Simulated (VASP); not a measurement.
## Pd: relaxation of cell and atoms with LDA

The system is Pd.

```
Pd
1.0
     0.00000    2.67500    2.67500
     2.67500    0.00000    2.67500
     2.67500    2.67500    0.00000
Pd
2
Direct
  0.00000 0.00000 0.00000
  0.25000 0.25000 0.25000
```

```
Program                : VASP 6.6.1
Task                   : relaxation of cell and atoms
Functional             : LDA
Potentials or basis    : VASP PAW LDA potentials, release 64 (Pd)
Cutoff                 : 600 eV
k mesh                 : 13 × 13 × 13
Occupations            : methfessel-paxton, width 0.1 eV
Spin                   : no spin polarisation
Dipole correction      : no
Further INCAR settings : ALGO = Normal; EDIFF = 1e-06; IBRION = 2; EDIFFG = -0.01; NSW = 80; ISIF = 3
```

```yaml
Relaxed_volume: 22.01 Å³/atom
Relaxed_cell: a = 3.963 Å, b = 3.963 Å, c = 3.963 Å, α = 60.00°, β = 60.00°, γ = 60.00°
Space_group_after_relaxing_to_0.05_Å: Fd-3m (No. 227)
Energy_gained_by_relaxing: 151.8 meV/atom
Ionic_steps: 18
Pressure_after_relaxing: 0.1 GPa
Band_gap_on_the_k_mesh: zero (band 10 reaches 4.87 eV, above the bottom of band 11 at 4.40 eV)
```

The path:
| step | energy change (eV) | largest force (eV/Å) | pressure (GPa) | volume (Å³) |
| --- | --- | --- | --- | --- |
| 1 | 0.0000 | 0.0000 | 19.53 | 38.28 |
| 2 | 0.0415 | 0.0000 | -10.57 | 52.72 |
| 3 | -0.3032 | 0.0000 | -0.54 | 44.29 |
| 4 | -0.3036 | 0.0000 | -0.14 | 44.10 |
| 5 | -0.3036 | 0.0000 | 0.12 | 43.98 |
| 6 | -0.3036 | 0.0000 | 0.12 | 43.98 |
| 7 | -0.3036 | 0.0000 | 0.09 | 43.98 |
| 8 | -0.3036 | 0.0000 | 0.12 | 43.98 |
| 9 | -0.3036 | 0.0000 | 0.12 | 43.98 |
| 10 | -0.3036 | 0.0000 | 0.12 | 43.98 |
| 11 | -0.3036 | 0.0000 | 0.12 | 43.98 |
| 12 | -0.3036 | 0.0000 | 0.12 | 43.98 |
| 13 | -0.3036 | 0.0000 | 0.11 | 43.98 |
| 14 | -0.3036 | 0.0000 | 0.10 | 43.98 |
| 15 | -0.3036 | 0.0000 | 0.08 | 43.98 |
| 16 | -0.3036 | 0.0000 | 0.10 | 43.99 |
| 17 | -0.3036 | 0.0000 | 0.08 | 44.00 |
| 18 | -0.3036 | 0.0000 | 0.05 | 44.01 |

Final structure:
```
Pd
1.0
     0.00000    2.80234    2.80234
     2.80234    0.00000    2.80234
     2.80234    2.80234    0.00000
Pd
2
Direct
  0.00000 0.00000 0.00000
  0.25000 0.25000 0.25000
```

Levels at points of the mesh, in eV from the Fermi level:
| k point | band 7 | band 8 | band 9 | band 10 | band 11 | band 12 | band 13 | band 14 |
| --- | --- | --- | --- | --- | --- | --- | --- | --- |
| (0.00, 0.00, 0.00) | -1.54 | -1.54 | -1.54 | -0.14 | -0.14 | 12.34 | 12.34 | 12.34 |

Wall time 4.7 min on 1 thread of Intel(R) Xeon(R) Platinum 8488C (Sapphire Rapids), on a shared host, peak memory 0.19 GiB.
